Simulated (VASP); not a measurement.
# Ag (Im-3m) in VASP: further runs

The runs below take Ag through single point, relaxation of cell and atoms, with PBE.

Program: VASP 6.6.1. These are calculated values, not measurements. Logs are shortened: lines on timing, memory, paths and dates and some standing lists are left out, and cuts for length are marked.

## Step 1: The cell of the first run

It takes space group Im-3m (No. 229, cubic). Conventional cell: a = 3.311 Å, b = 3.311 Å, c = 3.311 Å, α = 90.00°, β = 90.00°, γ = 90.00°. Within 3.8 Å of Ag (site symmetry m-3m) lie 14 Ag at 2.87 to 3.31 Å.

This isn't the form of Ag at room conditions, which is fcc.

## Step 2: Single point, PBE

Contents of INCAR:

```
PREC     = Accurate       # precision mode
ENCUT    = 520            # plane-wave cutoff, eV
EDIFF    = 1E-6           # SCF threshold, eV
ISMEAR   = 0              # smearing method
SIGMA    = 0.1            # smearing width, eV
LREAL    = False          # projectors in reciprocal space
LASPH    = True           # aspherical terms in the spheres
NELM     = 100            # most SCF steps
ALGO     = Normal         # electronic algorithm
ISIF     = 2              # what is computed and relaxed
LWAVE    = False          # write WAVECAR
LCHARG   = False          # write CHGCAR
GGA      = PE             # functional
NBANDS   = 12             # bands
```

Contents of KPOINTS:

```
Automatic mesh
0
Gamma
  8 8 8
```

Contents of POSCAR:

```
Ag
1.0
   -1.6556540000      1.6556540000      1.6556540000
    1.6556540000     -1.6556540000      1.6556540000
    1.6556540000      1.6556540000     -1.6556540000
Ag
1
Direct
    0.0000000000      0.0000000000      0.0000000000
```

Potentials or basis: VASP PAW PBE potentials, release 64 (Ag).

The run is started by

```console
$ cat potpaw_PBE.64/Ag/POTCAR > POTCAR
$ mpirun -np 1 vasp_std > vasp.out
```

OUTCAR:

```text
PREC = Accurate
   ENCUT = 520
   EDIFF = 1E-6
   ISMEAR = 0
   LREAL = False
   LASPH = True
   NELM = 100
   ISIF = 2
   GGA = PE

 ion  position               nearest neighbor table
   1  0.000  0.000  0.000-

  LATTYP: Found a body centered cubic cell.
 ALAT       =     3.3113080000

  Lattice vectors:

 A1 = (  -1.6556540000,   1.6556540000,   1.6556540000)
 A2 = (   1.6556540000,  -1.6556540000,   1.6556540000)
 A3 = (   1.6556540000,   1.6556540000,  -1.6556540000)

Analysis of symmetry for initial positions (statically):
=====================================================================
 Subroutine PRICEL returns:
 Original cell was already a primitive cell.

 Routine SETGRP: Setting up the symmetry group for a
 body centered cubic supercell.

 Subroutine GETGRP returns: Found 48 space group operations
 (whereof 48 operations were pure point group operations)
 out of a pool of 48 trial point group operations.

The static configuration has the point symmetry O_h .

Analysis of symmetry for dynamics (positions and initial velocities):
=====================================================================
 Subroutine PRICEL returns:
 Original cell was already a primitive cell.

 Routine SETGRP: Setting up the symmetry group for a
 body centered cubic supercell.

 Subroutine GETGRP returns: Found 48 space group operations
 (whereof 48 operations were pure point group operations)
 out of a pool of 48 trial point group operations.

The dynamic configuration has the point symmetry O_h .

 Subroutine INISYM returns: Found 48 space group operations
 (whereof 48 operations are pure point group operations),
 and found     1 'primitive' translations

----------------------------------------------------------------------------------------

                                     Primitive cell

  volume of cell :      18.1538

  direct lattice vectors                    reciprocal lattice vectors
    -1.655654000  1.655654000  1.655654000     0.000000000  0.301995465  0.301995465
     1.655654000 -1.655654000  1.655654000     0.301995465  0.000000000  0.301995465
     1.655654000  1.655654000 -1.655654000     0.301995465  0.301995465  0.000000000

  length of vectors
     2.867676848  2.867676848  2.867676848     0.427086083  0.427086083  0.427086083

  position of ions in fractional coordinates (direct lattice)
     0.000000000  0.000000000  0.000000000

  ion indices of the primitive-cell ions
   primitive index   ion index
                 1           1

----------------------------------------------------------------------------------------

 KPOINTS: Automatic mesh

Automatic generation of k-mesh.
 Grid dimensions read from file:
 generate k-points for:    8    8    8

 Generating k-lattice:

  Cartesian coordinates                     Fractional coordinates (reciprocal lattice)
     0.000000000  0.037749433  0.037749433     0.125000000  0.000000000  0.000000000
     0.037749433  0.000000000  0.037749433     0.000000000  0.125000000  0.000000000
     0.037749433  0.037749433  0.000000000     0.000000000  0.000000000  0.125000000

  Length of vectors
     0.053385760  0.053385760  0.053385760

  Shift w.r.t. Gamma in fractional coordinates (k-lattice)
     0.000000000  0.000000000  0.000000000

 Subroutine IBZKPT returns following result:
 ===========================================

 Found     29 irreducible k-points:

 Following reciprocal coordinates:
            Coordinates               Weight
  0.000000  0.000000  0.000000      1.000000
  0.125000  0.000000  0.000000     12.000000
  0.250000  0.000000  0.000000     12.000000
  0.375000  0.000000  0.000000     12.000000
  0.500000  0.000000  0.000000      6.000000
  0.125000  0.125000  0.000000     24.000000
[... 16 lines left out ...]
 -0.250000  0.250000  0.250000      6.000000
 -0.375000  0.375000  0.250000     24.000000
 [... further k-points ...]
   k-points           NKPTS =     29   k-points in BZ     NKDIM =     29   number of bands    NBANDS=     12
   number of dos      NEDOS =    301   number of ions     NIONS =      1
   total plane-waves  NPLWV =  13824
   dimension x,y,z NGX =    24 NGY =   24 NGZ =   24
   dimension x,y,z NGXF=    48 NGYF=   48 NGZF=   48
   ions per type =               1
   NGX,Y,Z   is equivalent  to a cutoff of  13.91, 13.91, 13.91 a.u.
   NGXF,Y,Z  is equivalent  to a cutoff of  27.83, 27.83, 27.83 a.u.
 SYSTEM =  unknown system
   PREC   = accura    normal or accurate (medium, high low for compatibility)
   ISTART =      0    job   : 0-new  1-cont  2-samecut
   ICHARG =      2    charge: 1-file 2-atom 10-const
   ISPIN  =      1    spin polarized calculation?
   LNONCOLLINEAR =      F non collinear calculations
   LSORBIT =      F    spin-orbit coupling
   LASPH  =      T    aspherical Exc in radial PAW
   ENCUT  =  520.0 eV  38.22 Ry    6.18 a.u.   5.33  5.33  5.33*2*pi/ulx,y,z
   NELM   =    100;   NELMIN=  2; NELMDL= -5     # of ELM steps
   EDIFF  = 0.1E-05   stopping-criterion for ELM
   LREAL  =      F    real-space projection
   EDIFFG = 0.1E-04   stopping-criterion for IOM
   NSW    =      0    number of steps for IOM
   IBRION =     -1    ionic relax: 0-MD 1-quasi-New 2-CG
   NFREE  =      0    steps in history (QN), initial steepest desc. (CG)
   ISIF   =      2    stress and relaxation
   ISYM   =      2    0-nonsym 1-usesym 2-fastsym
   POTIM  = 0.5000    time-step for ionic-motion
   TEBEG  =    0.0;   TEEND  =   0.0 temperature during run
   PSTRESS=    0.0 pullay stress
   NELECT =      11.0000    total number of electrons
   NUPDOWN=      -1.0000    fix difference up-down
   EMIN   =  10.00;   EMAX   =-10.00  energy-range for DOS
   EFERMI =   0.00;   METHOD = LEGACY
   ISMEAR =     0;   SIGMA  =   0.10  broadening in eV -4-tet -1-fermi 0-gaus
   EFERMI_NEDOS =   21; number of points for ismear=-14 and -15
   IALGO  =     38    algorithm
   IMIX   =      4    mixing-type and parameters
     AMIX     =   0.40;   BMIX     =  1.00
     AMIX_MAG =   1.60;   BMIX_MAG =  1.00
  volume/ion in A,a.u.               =      18.15       122.51
  Fermi-wavevector in a.u.,A,eV,Ry     =   1.385318  2.617871 26.111022  1.919106
  Thomas-Fermi vector in A             =   2.509739
   LORBIT       =      0    0 simple, 1 ext, 2 COOP (PROOUT), +10 PAW based schemes
   GGA     = PE    functional components
   LHFCALC =     F    Hartree Fock is set to
   AEXX    =    0.0000 exact exchange contribution
   IVDW    =     0    specifies the selected vdW correction
   LEPSILON=     F    determine dielectric tensor
   LRPA    =     F    only Hartree local field effects (RPA)
 non-spin polarized calculation
 Gauss-broadening in eV      SIGMA  =   0.10
  energy-cutoff  :      520.00
  volume of cell :       18.15
 maximum number of plane-waves:       496
 NGX is ok and might be reduce to    24
   NGX = 11   NGY = 11   NGZ = 11

 number of electron      11.0000001 magnetization

 Free energy of the ion-electron system (eV)
  ---------------------------------------------------
  ext. energy  EPLUGINS =         0.00000000
  ---------------------------------------------------
  free energy    TOTEN  =        -2.63921013 eV

  energy without entropy =       -2.63179693  energy(sigma->0) =       -2.63550353

 E-fermi :   7.7551     XC(G=0): -11.8415

 val. band max:        7.6724435590   @ k =   0.5000   0.0000   0.0000
 cond. band min:       7.7662086244   @ k =   0.3750   0.1250  -0.0000
 fundamental gap:      0.0937650654
 Fermi energy:         7.7551399320

 k-point     1 :       0.0000    0.0000    0.0000
  band No.  band energies     occupation
      1       0.2762      2.00000
      2       2.8868      2.00000
      3       2.8868      2.00000
      4       2.8868      2.00000
      5       4.0873      2.00000
      6       4.0873      2.00000
      7      25.3400      0.00000
      8      25.3400      0.00000
      9      25.3400      0.00000
     10      30.7041      0.00000
     11      30.7041      0.00000
     12      30.7041      0.00000

 k-point     2 :       0.1250    0.0000    0.0000
  band No.  band energies     occupation
      1       0.7508      2.00000
      2       2.7779      2.00000
      3       2.9115      2.00000
      4       3.1492      2.00000
      5       3.9840      2.00000
      6       4.0958      2.00000
      7      23.7055      0.00000
      8      24.9230      0.00000
      9      25.6069      0.00000
     10      28.1197      0.00000
     11      28.3544      0.00000
     12      28.5427      0.00000

 k-point     3 :       0.2500    0.0000    0.0000
  band No.  band energies     occupation
      1       1.6556      2.00000
      2       2.5244      2.00000
      3       3.3706      2.00000
      4       3.8374      2.00000
      5       3.9026      2.00000
      6       4.1259      2.00000
      7      19.1448      0.00000
      8      22.9931      0.00000
      9      25.0450      0.00000
     10      26.1829      0.00000
     11      27.4512      0.00000
     12      29.6447      0.00000
[... 286 lines left out ...]
 k-point    23 :      -0.2500    0.2500    0.2500
  band No.  band energies     occupation
      1       2.5375      2.00000
      2       2.8094      2.00000
      3       3.3376      2.00000
      4       3.3376      2.00000
      5       3.7924      2.00000
      6       5.7294      2.00000
      7      20.1792      0.00000
      8      20.1792      0.00000
      9      21.0251      0.00000
     10      21.5466      0.00000
     11      32.0215      0.00000
     12      32.0215      0.00000

 k-point    24 :      -0.3750    0.3750    0.2500
  band No.  band energies     occupation
      1       2.2744      2.00000
      2       2.5430      2.00000
      3       3.3417      2.00000
      4       3.7068      2.00000
      5       4.4849      2.00000
      6       7.9701      0.00236
      7      15.7555      0.00000
      8      18.1743      0.00000
      9      20.6230      0.00000
     10      22.9962      0.00000
     11      29.8554      0.00000
     12      32.0001      0.00000

 [... further k-points ...]
[... 5 lines left out ...]
  --------------------------------------------------------------------------------------
  -------------------------------------------------------------------------------------
  Total       -0.0971826     -0.0971826     -0.0971826      0.0000000      0.0000000      0.0000000
  in kB       -8.5768988     -8.5768988     -8.5768988      0.0000000      0.0000000      0.0000000
  external PRESSURE =      -8.5768988 kB  Pullay stress =       0.0000000 kB

 VOLUME and BASIS-vectors are now :
 -----------------------------------------------------------------------------
  energy-cutoff  :      520.00
  volume of cell :       18.15
      direct lattice vectors                 reciprocal lattice vectors
    -1.655654000  1.655654000  1.655654000     0.000000000  0.301995465  0.301995465
     1.655654000 -1.655654000  1.655654000     0.301995465  0.000000000  0.301995465
     1.655654000  1.655654000 -1.655654000     0.301995465  0.301995465  0.000000000

 POSITION                                       TOTAL-FORCE (eV/Angst)
 -----------------------------------------------------------------------------------
      0.00000      0.00000      0.00000        -0.000000      0.000000     -0.000000
 -----------------------------------------------------------------------------------
    total drift:                                0.000000      0.000000      0.000000

  FREE ENERGIE OF THE ION-ELECTRON SYSTEM (eV)
  ---------------------------------------------------
  free  energy   TOTEN  =        -2.6392101253 eV

  energy  without entropy=       -2.6317969277  energy(sigma->0) =       -2.63550353
```

Run time: 8.6 s. Hardware: 1 thread of Intel Xeon 8259CL, shared host; peak memory 0.13 GiB.

What came out:

```yaml
Free_energy: -2.6392 eV
Pressure: -0.9 GPa
Band_gap_on_the_k_mesh: zero (an odd number of electrons rules out a gap without spin polarisation)
```

[end of part 1 of 2]
